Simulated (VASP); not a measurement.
Runs of VASP 6.6.1 on Sb. The structure is that of space group Pm-3m (No. 221), or close to it. The cells are those of the table. 

```tsv
cell	gap on the mesh (eV)	pressure (GPa)
a = 3.242 Å, 1 atom	none	-5.3
a = 3.073 Å, 1 atom	none	2.1
a = 3.117 Å, 1 atom	none	-0.5
a = 3.028 Å, 1 atom	none	5.4
a = 3.160 Å, 1 atom	none	-2.5
a = 3.282 Å, 1 atom	none	(b)
a = 3.202 Å, 1 atom	none	(a)
```

Alike in all rows: task single point; level PBE; potentials or basis VASP PAW PBE potentials, release 64 (Sb); no spin polarisation; k mesh 7 × 7 × 7; cutoff (eV) 500; smearing fermi-dirac 0.1 eV.

Question: Estimate the missing entries.

Answer: (a) -4.1; (b) -6.3.

Caveats: spin-orbit coupling is left out, which moves the levels of the heavy elements.

A k mesh can miss the band edges, and the runs leave out spin-orbit coupling on Sb.

A gap of «none» marks levels without a gap at the run's occupations.
